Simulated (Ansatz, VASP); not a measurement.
One calculation of Bi, two programs

```
Bi
1.0
    -4.08718    4.08718    1.31612
     4.08718   -4.08718    1.31612
     4.08718    4.08718   -1.31612
Bi
1
Direct
  0.00000 0.00000 0.00000
```

Change from the starting cell: strain -0.040 along x and y, -0.080 along z, atoms carried along.

Alike in both runs: task single point; functional PBE; dispersion D3(BJ); k mesh 10 × 10 × 10; occupations gaussian, width 0.05 eV; no spin polarisation.

|  | VASP | Ansatz |
| --- | --- | --- |
| version | VASP 6.6.1 | Ansatz 0.2.0 |
| potentials or method | VASP PAW PBE potentials, release 64 (Bi_d), cutoff 520 eV | scalar-relativistic, plane waves, PAW |
| valence electrons in the cell | 15 | 15 |

```tsv
	VASP	Ansatz	Ansatz less VASP
gap on the k mesh at the Fermi level (eV)	none	none	-
pressure (GPa)	3.0	3.0	+0.07
traceless stress, the component that is largest in VASP (GPa)	7.43	7.49	+0.061
```

A gap of «none» marks a metal or a gap that the smearing closes.

Neither program's run includes spin-orbit coupling.
